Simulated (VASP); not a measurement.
# Be (P6_3/mmc) in VASP: further runs

Runs on Be. Level: PBE. Tasks: single point.

Program: VASP 6.6.1. These are calculated values, not measurements. Logs are shortened: lines on timing, memory, paths and dates and some standing lists are left out, and cuts for length are marked.

## (1) The cell of the first run

Symmetry: P6_3/mmc, No. 194, hexagonal system. The conventional cell has a = 2.217 Å, b = 2.217 Å, c = 3.495 Å, α = 90.00°, β = 90.00°, γ = 120.00°. Be (site symmetry -6m2) has 12 Be at 2.17 to 2.22 Å within 2.9 Å.

## (2) Single point, PBE (volume scaled by 0.94, then relaxed in part)

Contents of INCAR:

```
SYSTEM = Be
PREC = Accurate
ENCUT = 520
EDIFF = 1E-7
ISMEAR = 0
SIGMA = 0.1
LREAL = .FALSE.
LASPH = .TRUE.
NELM = 60
ALGO = Normal
ISIF = 2
LWAVE = .FALSE.
LCHARG = .TRUE.
GGA = PE
LELF = .TRUE.
LVHAR = .TRUE.
NBANDS = 9
```

Contents of KPOINTS:

```
regular mesh
0
G
  30 30 16
  0 0 0
```

Contents of POSCAR:

```
Be
1.0
    2.2165391279      0.0000000000      0.0000000000
   -1.1082695639      1.9195791932      0.0000000000
    0.0000000000      0.0000000000      3.4947854114
Be
2
Direct
    0.3333333333      0.6666666667      0.2500000000
    0.6666666667      0.3333333333      0.7500000000
```

Potentials or basis: VASP PAW PBE potentials, release 64 (Be).

Started as:

```
$ cat potpaw_PBE.64/Be/POTCAR > POTCAR
$ mpirun -np 1 vasp_std > vasp.out
```

OUTCAR:

```text
SYSTEM = Be
   PREC = Accurate
   ENCUT = 520
   EDIFF = 1E-7
   ISMEAR = 0
   LREAL = .FALSE.
   LASPH = .TRUE.
   NELM = 60
   ISIF = 2
   GGA = PE

 ion  position               nearest neighbor table
   1  0.333  0.667  0.250-   2 2.17   2 2.17   2 2.17   2 2.17   2 2.17   2 2.17
   2  0.667  0.333  0.750-   1 2.17   1 2.17   1 2.17   1 2.17   1 2.17   1 2.17

  LATTYP: Found a hexagonal cell.
 ALAT       =     2.2165391279
 C/A-ratio  =     1.5766856391

  Lattice vectors:

 A1 = (   2.2165391279,   0.0000000000,   0.0000000000)
 A2 = (  -1.1082695639,   1.9195791932,   0.0000000000)
 A3 = (   0.0000000000,   0.0000000000,   3.4947854114)

Analysis of symmetry for initial positions (statically):
=====================================================================
 Subroutine PRICEL returns:
 Original cell was already a primitive cell.

 Routine SETGRP: Setting up the symmetry group for a
 hexagonal supercell.

 Subroutine GETGRP returns: Found 24 space group operations
 (whereof 12 operations were pure point group operations)
 out of a pool of 24 trial point group operations.

The static configuration has the point symmetry D_3d.
 The point group associated with its full space group is D_6h.

Analysis of symmetry for dynamics (positions and initial velocities):
=====================================================================
 Subroutine PRICEL returns:
 Original cell was already a primitive cell.

 Routine SETGRP: Setting up the symmetry group for a
 hexagonal supercell.

 Subroutine GETGRP returns: Found 24 space group operations
 (whereof 12 operations were pure point group operations)
 out of a pool of 24 trial point group operations.

The dynamic configuration has the point symmetry D_3d.
 The point group associated with its full space group is D_6h.

 Subroutine INISYM returns: Found 24 space group operations
 (whereof 12 operations are pure point group operations),
 and found     1 'primitive' translations

----------------------------------------------------------------------------------------

                                     Primitive cell

  volume of cell :      14.8697

  direct lattice vectors                    reciprocal lattice vectors
     2.216539128  0.000000000  0.000000000     0.451153777  0.260473755  0.000000000
    -1.108269564  1.919579193  0.000000000     0.000000000  0.520947510  0.000000000
     0.000000000  0.000000000  3.494785411     0.000000000  0.000000000  0.286140602

  length of vectors
     2.216539128  2.216539128  3.494785411     0.520947509  0.520947510  0.286140602

  position of ions in fractional coordinates (direct lattice)
     0.333333333  0.666666667  0.250000000
     0.666666667  0.333333333  0.750000000

  ion indices of the primitive-cell ions
   primitive index   ion index
                 1           1
                 2           2

----------------------------------------------------------------------------------------

 KPOINTS: regular mesh

Automatic generation of k-mesh.
 Grid dimensions read from file:
 generate k-points for:   30   30   16

 Generating k-lattice:

  Cartesian coordinates                     Fractional coordinates (reciprocal lattice)
     0.015038459  0.008682458  0.000000000     0.033333333  0.000000000  0.000000000
     0.000000000  0.017364917  0.000000000     0.000000000  0.033333333  0.000000000
     0.000000000  0.000000000  0.017883788     0.000000000  0.000000000  0.062500000

  Length of vectors
     0.017364917  0.017364917  0.017883788

  Shift w.r.t. Gamma in fractional coordinates (k-lattice)
     0.000000000  0.000000000  0.000000000

 Subroutine IBZKPT returns following result:
 ===========================================

 Found    819 irreducible k-points:

 Following reciprocal coordinates:
            Coordinates               Weight
  0.000000  0.000000  0.000000      1.000000
  0.033333  0.000000  0.000000      6.000000
  0.066667  0.000000  0.000000      6.000000
  0.100000  0.000000  0.000000      6.000000
  0.133333  0.000000  0.000000      6.000000
  0.166667  0.000000  0.000000      6.000000
[... 16 lines left out ...]
  0.233333  0.033333  0.000000     12.000000
  0.266667  0.033333  0.000000     12.000000
 [... further k-points ...]
   k-points           NKPTS =    819   k-points in BZ     NKDIM =    819   number of bands    NBANDS=      9
   number of dos      NEDOS =    301   number of ions     NIONS =      2
   total plane-waves  NPLWV =   7168
   dimension x,y,z NGX =    16 NGY =   16 NGZ =   28
   dimension x,y,z NGXF=    32 NGYF=   32 NGZF=   56
   ions per type =               2
   NGX,Y,Z   is equivalent  to a cutoff of  12.00, 12.00, 13.32 a.u.
   NGXF,Y,Z  is equivalent  to a cutoff of  24.00, 24.00, 26.64 a.u.
 SYSTEM =  Be
   PREC   = accura    normal or accurate (medium, high low for compatibility)
   ISTART =      0    job   : 0-new  1-cont  2-samecut
   ICHARG =      2    charge: 1-file 2-atom 10-const
   ISPIN  =      1    spin polarized calculation?
   LNONCOLLINEAR =      F non collinear calculations
   LSORBIT =      F    spin-orbit coupling
   LASPH  =      T    aspherical Exc in radial PAW
   ENCUT  =  520.0 eV  38.22 Ry    6.18 a.u.   4.12  4.12  6.50*2*pi/ulx,y,z
   NELM   =     60;   NELMIN=  2; NELMDL= -5     # of ELM steps
   EDIFF  = 0.1E-06   stopping-criterion for ELM
   LREAL  =      F    real-space projection
   EDIFFG = 0.1E-05   stopping-criterion for IOM
   NSW    =      0    number of steps for IOM
   IBRION =     -1    ionic relax: 0-MD 1-quasi-New 2-CG
   NFREE  =      0    steps in history (QN), initial steepest desc. (CG)
   ISIF   =      2    stress and relaxation
   ISYM   =      2    0-nonsym 1-usesym 2-fastsym
   POTIM  = 0.5000    time-step for ionic-motion
   TEBEG  =    0.0;   TEEND  =   0.0 temperature during run
   PSTRESS=    0.0 pullay stress
   NELECT =       4.0000    total number of electrons
   NUPDOWN=      -1.0000    fix difference up-down
   EMIN   =  10.00;   EMAX   =-10.00  energy-range for DOS
   EFERMI =   0.00;   METHOD = LEGACY
   ISMEAR =     0;   SIGMA  =   0.10  broadening in eV -4-tet -1-fermi 0-gaus
   EFERMI_NEDOS =   21; number of points for ismear=-14 and -15
   IALGO  =     38    algorithm
   IMIX   =      4    mixing-type and parameters
     AMIX     =   0.40;   BMIX     =  1.00
     AMIX_MAG =   1.60;   BMIX_MAG =  1.00
  volume/ion in A,a.u.               =       7.43        50.17
  Fermi-wavevector in a.u.,A,eV,Ry     =   1.056803  1.997069 15.195440  1.116833
  Thomas-Fermi vector in A             =   2.192053
   LORBIT       =      0    0 simple, 1 ext, 2 COOP (PROOUT), +10 PAW based schemes
   GGA     = PE    functional components
   LHFCALC =     F    Hartree Fock is set to
   AEXX    =    0.0000 exact exchange contribution
   IVDW    =     0    specifies the selected vdW correction
   LEPSILON=     F    determine dielectric tensor
   LRPA    =     F    only Hartree local field effects (RPA)
 non-spin polarized calculation
 Gauss-broadening in eV      SIGMA  =   0.10
  energy-cutoff  :      520.00
  volume of cell :       14.87
 maximum number of plane-waves:       418
   NGX =  9   NGY =  9   NGZ = 13

 number of electron       4.0000000 magnetization

 Free energy of the ion-electron system (eV)
  ---------------------------------------------------
  ext. energy  EPLUGINS =         0.00000000
  ---------------------------------------------------
  free energy    TOTEN  =        -7.51090945 eV

  energy without entropy =       -7.51048577  energy(sigma->0) =       -7.51069761

 E-fermi :   7.5056     XC(G=0): -10.8094

 val. band max:        7.4748142787   @ k =   0.2667   0.1667   0.0625
 cond. band min:       7.5273287221   @ k =   0.2000   0.2000   0.0000
 fundamental gap:      0.0525144433
 Fermi energy:         7.5056283459

 k-point     1 :       0.0000    0.0000    0.0000
  band No.  band energies     occupation
      1      -4.1519      2.00000
      2       2.8609      2.00000
      3       8.8440      0.00000
      4      24.3538      0.00000
      5      24.3538      0.00000
      6      27.3188      0.00000
      7      27.3188      0.00000
      8      29.4993      0.00000
      9      35.7055      0.00000

 k-point     2 :       0.0333    0.0000    0.0000
  band No.  band energies     occupation
      1      -4.1193      2.00000
      2       2.9047      2.00000
      3       8.8520      0.00000
      4      24.0613      0.00000
      5      24.1160      0.00000
      6      27.3282      0.00000
      7      27.4614      0.00000
      8      29.4389      0.00000
      9      34.9991      0.00000

 k-point     3 :       0.0667    0.0000    0.0000
  band No.  band energies     occupation
      1      -4.0212      2.00000
      2       3.0358      2.00000
      3       8.8755      0.00000
      4      23.2616      0.00000
      5      23.5408      0.00000
      6      27.3405      0.00000
      7      27.7387      0.00000
      8      29.2454      0.00000
      9      33.8103      0.00000

 k-point     4 :       0.1000    0.0000    0.0000
  band No.  band energies     occupation
      1      -3.8577      2.00000
      2       3.2543      2.00000
      3       8.9120      0.00000
      4      22.1181      0.00000
      5      22.8226      0.00000
      6      27.3279      0.00000
      7      27.9369      0.00000
      8      28.8823      0.00000
      9      32.4609      0.00000

 k-point     5 :       0.1333    0.0000    0.0000
  band No.  band energies     occupation
      1      -3.6287      2.00000
      2       3.5599      2.00000
      3       8.9563      0.00000
      4      20.7866      0.00000
      5      22.0667      0.00000
      6      27.2543      0.00000
      7      27.9598      0.00000
      8      28.2943      0.00000
      9      31.0635      0.00000

 k-point     6 :       0.1667    0.0000    0.0000
  band No.  band energies     occupation
      1      -3.3340      2.00000
      2       3.9522      2.00000
      3       8.9986      0.00000
      4      19.3866      0.00000
      5      21.3238      0.00000
      6      27.0309      0.00000
      7      27.4300      0.00000
      8      27.8098      0.00000
      9      29.7849      0.00000
[... 169 lines left out ...]
 k-point    21 :       0.1667    0.0333    0.0000
  band No.  band energies     occupation
      1      -3.1374      2.00000
      2       4.2133      2.00000
      3       9.0203      0.00000
      4      18.6572      0.00000
      5      20.7590      0.00000
      6      26.7977      0.00000
      7      26.8550      0.00000
      8      27.5842      0.00000
      9      29.5653      0.00000

 k-point    22 :       0.2000    0.0333    0.0000
  band No.  band energies     occupation
      1      -2.7442      2.00000
      2       4.7344      2.00000
      3       9.0232      0.00000
      4      17.3168      0.00000
      5      20.0830      0.00000
      6      25.6019      0.00000
      7      26.0053      0.00000
      8      27.2634      0.00000
      9      28.9204      0.00000

 k-point    23 :       0.2333    0.0333    0.0000
  band No.  band energies     occupation
      1      -2.2857      2.00000
      2       5.3403      2.00000
      3       8.9518      0.00000
      4      16.1134      0.00000
      5      19.4600      0.00000
      6      24.1644      0.00000
      7      24.9110      0.00000
      8      26.9139      0.00000
      9      28.6306      0.00000

 k-point    24 :       0.2667    0.0333    0.0000
  band No.  band energies     occupation
      1      -1.7627      2.00000
      2       6.0294      2.00000
      3       8.7445      0.00000
      4      15.1334      0.00000
      5      18.8952      0.00000
      6      22.6272      0.00000
      7      23.7262      0.00000
      8      26.5596      0.00000
      9      28.5171      0.00000

 [... further k-points ...]
[... 5 lines left out ...]
  --------------------------------------------------------------------------------------
  -------------------------------------------------------------------------------------
  Total        0.7948307      0.7948307      0.8066057      0.0000000      0.0000000      0.0000000
  in kB       85.6412978     85.6412978     86.9100382      0.0000000      0.0000000      0.0000000
  external PRESSURE =      86.0642113 kB  Pullay stress =       0.0000000 kB

 VOLUME and BASIS-vectors are now :
 -----------------------------------------------------------------------------
  energy-cutoff  :      520.00
  volume of cell :       14.87
      direct lattice vectors                 reciprocal lattice vectors
     2.216539128  0.000000000  0.000000000     0.451153777  0.260473755  0.000000000
    -1.108269564  1.919579193  0.000000000     0.000000000  0.520947510  0.000000000
     0.000000000  0.000000000  3.494785411     0.000000000  0.000000000  0.286140602

 POSITION                                       TOTAL-FORCE (eV/Angst)
 -----------------------------------------------------------------------------------
     -0.00000      1.27972      0.87370        -0.000000      0.000000      0.000000
      1.10827      0.63986      2.62109         0.000000     -0.000000      0.000000
 -----------------------------------------------------------------------------------
    total drift:                                0.000000     -0.000000      0.000000

  FREE ENERGIE OF THE ION-ELECTRON SYSTEM (eV)
  ---------------------------------------------------
  free  energy   TOTEN  =        -7.5109094533 eV

  energy  without entropy=       -7.5104857662  energy(sigma->0) =       -7.51069761
```

It took 41 s on 1 thread of Intel Xeon Platinum 8259CL at 2.50GHz (Skylake/Cascade Lake), shared host; peak memory 0.2 GiB.

What came out:

```
Free energy            : -7.5109 eV
Pressure               : 8.6 GPa
Band gap on the k mesh : zero (band 2 reaches 8.62 eV, above the bottom of band 3 at 6.41 eV)
```

Stress tensor (GPa, compression positive):
```
8.56 0.00 0.00
0.00 8.56 0.00
0.00 0.00 8.69
```

## (3) Single point, PBE (volume scaled by 0.97, then relaxed in part)

Contents of INCAR:

```
SYSTEM = Be
ALGO = Normal
EDIFF = 1E-7
ENCUT = 520
GGA = PE
ISIF = 2
ISMEAR = 0
LASPH = .True.
LCHARG = .False.
LREAL = .False.
LWAVE = .False.
NBANDS = 9
NELM = 80
PREC = Accurate
SIGMA = 0.1
```

Contents of KPOINTS:

```
k-points
0
Gamma
  30 30 16
  0 0 0
```

Contents of POSCAR:

```
Be
1.0
    2.2408450796      0.0000000000      0.0000000000
   -1.1204225398      1.9406287649      0.0000000000
    0.0000000000      0.0000000000      3.5285114714
Be
2
Direct
    0.3333333333      0.6666666667      0.2500000000
    0.6666666667      0.3333333333      0.7500000000
```

Potentials or basis: VASP PAW PBE potentials, release 64 (Be).

Started as:

```
$ cat potpaw_PBE.64/Be/POTCAR > POTCAR
$ mpirun -np 1 vasp_std > vasp.out
```

It took 72 s on 1 thread of Intel Xeon Platinum 8259CL at 2.50GHz (Skylake/Cascade Lake), shared host; peak memory 0.2 GiB.

Results (log left out):

```yaml
Free_energy: -7.5296 eV
Pressure: 4.1 GPa
Band_gap_on_the_k_mesh: zero (band 2 reaches 8.35 eV, above the bottom of band 3 at 6.16 eV)
```

Stress tensor (GPa, compression positive):
```
4.07 0.00 0.00
0.00 4.07 0.00
0.00 0.00 4.17
```

Levels at points of the mesh, in eV from the Fermi level:
```tsv
k point	band 1	band 2	band 3	band 4	band 5	band 6
(0.00, 0.00, 0.00)	-11.49	-4.53	1.24	16.40	16.40	19.31
(0.50, 0.00, 0.00)	-5.10	-3.14	3.73	6.63	6.98	9.65
(0.00, 0.00, 0.50)	-9.31	-9.31	10.99	10.99	18.09	18.09
(0.50, 0.00, 0.50)	-3.69	-3.69	1.69	1.69	12.32	12.32
```
